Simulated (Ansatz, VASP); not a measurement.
**Two plane-wave programs on LiF**

```xyz
4
Lattice="2.9763 0.0000 0.0000 -1.4882 2.5776 0.0000 0.0000 0.0000 4.0564" Properties=species:S:1:pos:R:3 pbc="T T T"
Li    0.0000    1.7184    1.5576
Li    1.4882    0.8592    3.5858
F     0.0000    1.7184    4.0200
F     1.4882    0.8592    1.9918
```

Alike in both runs: task single point; functional LDA; k mesh 9 × 9 × 6; occupations gaussian, width 0.05 eV; no spin polarisation.

```csv
,VASP,Ansatz
version,VASP 6.6.1,Ansatz 0.2.0
potentials or method,"VASP PAW LDA potentials, release 64 (Li_sv, F), cutoff 520 eV","scalar-relativistic, plane waves, PAW"
valence electrons in the cell,20,20
```

|  | VASP | Ansatz | Ansatz less VASP |
| --- | --- | --- | --- |
| gap on the k mesh at the Fermi level (eV) | 8.69 | 8.70 | +0.018 |
| least direct gap on the mesh (eV) | 8.69 | 8.70 | +0.018 |
| rms of the force components (eV/Å) | 0.890 | 0.864 | -0.0253 |

LDA's correlation is that of Perdew and Zunger in VASP and of Perdew and Wang (1992) in Ansatz. Atom by atom the forces differ by 0.025 eV/Å (rms over components).

Noted on VASP's run: the cutoff is short for stress, so the pressure is rough.
